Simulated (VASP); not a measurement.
**Ge: single point with PBE**

Ge:

```xyz
2
Lattice="0.0000 2.8289 2.8289 2.8289 0.0000 2.8289 2.8289 2.8289 0.0000" Properties=species:S:1:pos:R:3 pbc="T T T"
Ge    4.2434    4.2434    4.2434
Ge    2.8289    2.8289    2.8289
```

```
Program             : VASP 6.6.1
Task                : single point
Functional          : PBE
Potentials or basis : VASP PAW PBE potentials, release 64 (Ge_d)
Cutoff              : 520 eV
k mesh              : 8 × 8 × 8
Occupations         : gaussian, width 0.027 eV
Spin                : no spin polarisation
```

| Property | Result |
| --- | --- |
| Pressure | 3.5 GPa |
| Band gap on the k mesh | 0.03 eV, direct |

Levels at points of the mesh, in eV from the valence-band top:
```
           k point  band 10  band 11  band 12  band 13  band 14  band 15  band 16  band 17  band 18  band 19
(0.00, 0.00, 0.00)   -24.56   -12.77     0.00     0.00     0.00     0.03     2.55     2.55     2.55     6.43
(0.50, 0.00, 0.00)   -24.53   -10.68    -7.60    -1.41    -1.41     0.18     3.75     3.75     7.13    10.57
(0.50, 0.50, 0.00)   -24.51    -8.89    -8.89    -3.07    -3.07     0.75     0.75     9.52     9.52    11.61
```

Wall time 42 s on 1 thread of AMD EPYC 7R43 64-Core Processor (Zen 3) (shared host), peak memory 0.13 GiB.

A k mesh can miss the band edges.
